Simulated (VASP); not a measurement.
Runs of VASP 6.6.1 on ZrB. The structure is that of space group Fm-3m (No. 225), or close to it. The cells are those of the table. 

```csv
level,potentials or basis,cell,k mesh,gap on the mesh (eV),pressure (GPa)
PBEsol,"VASP PAW PBE potentials, release 64 (Zr_sv, B)","a = 3.438 Å, angles 60.0°, 2 atoms",14 × 14 × 14,none,(a)
PBEsol,"VASP PAW PBE potentials, release 64 (Zr_sv, B)","a = 3.549 Å, angles 60.0°, 2 atoms",14 × 14 × 14,none,(b)
PBEsol,"VASP PAW PBE potentials, release 64 (Zr_sv, B)","a = 3.332 Å, angles 60.0°, 2 atoms",14 × 14 × 14,none,19.5
PBEsol,"VASP PAW PBE potentials, release 64 (Zr_sv, B)","a = 3.506 Å, angles 60.0°, 2 atoms",14 × 14 × 14,none,-8.6
LDA,"VASP PAW LDA potentials, release 64 (Zr_sv, B)","a = 3.372 Å, angles 60.0°, 2 atoms",16 × 16 × 16,none,7.8
```

Alike in all rows: task single point; no spin polarisation; cutoff (eV) 520; smearing gaussian 0.1 eV.

Question: Fill in the values left out.

Answer: (a) 0.2; (b) -13.2.

Caveats: the PAW data sets were made with another functional, which shifts forces and pressure a little (some runs).

A k mesh can miss the band edges, and the runs leave out spin-orbit coupling on Zr.

A gap of «none» marks levels without a gap at the run's occupations.
